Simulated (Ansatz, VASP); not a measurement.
**Ir: VASP beside Ansatz**

```
CELL_PARAMETERS angstrom
2.71011 0.00000 0.00000
-1.35505 2.34702 0.00000
0.00000 0.00000 4.59616
ATOMIC_POSITIONS crystal
Ir 0.66667 0.33333 0.75000
Ir 0.33333 0.66667 0.25000
```

Change from the starting cell: strain -0.015 along x and y, +0.030 along z, atoms carried along.

Alike in both runs: task single point; functional PBEsol; k mesh 18 × 18 × 12; occupations gaussian, width 0.15 eV; no spin polarisation.

|  | VASP | Ansatz |
| --- | --- | --- |
| version | VASP 6.6.1 | Ansatz 0.2.0 |
| potentials or method | VASP PAW PBE potentials, release 64 (Ir), cutoff 520 eV | scalar-relativistic, plane waves, PAW |
| valence electrons in the cell | 18 | 34 |

Ansatz gave:

- gap on the k mesh at the Fermi level (eV): none
- pressure (GPa): -11.6
- traceless stress, the component that is largest in VASP (GPa): -10.05

Question: Estimate VASP's values.

Answer: gap on the k mesh at the Fermi level (eV): none; pressure (GPa): -10.9; traceless stress, the component that is largest in VASP (GPa): -10.06.

VASP's potentials were made for PBE, not for PBEsol. A gap of «none» marks a metal or a gap that the smearing closes. VASP's potentials hold 18 valence electrons a cell and Ansatz's 34, so a difference there can come from the potentials and not from the codes.

Neither program's run includes spin-orbit coupling.
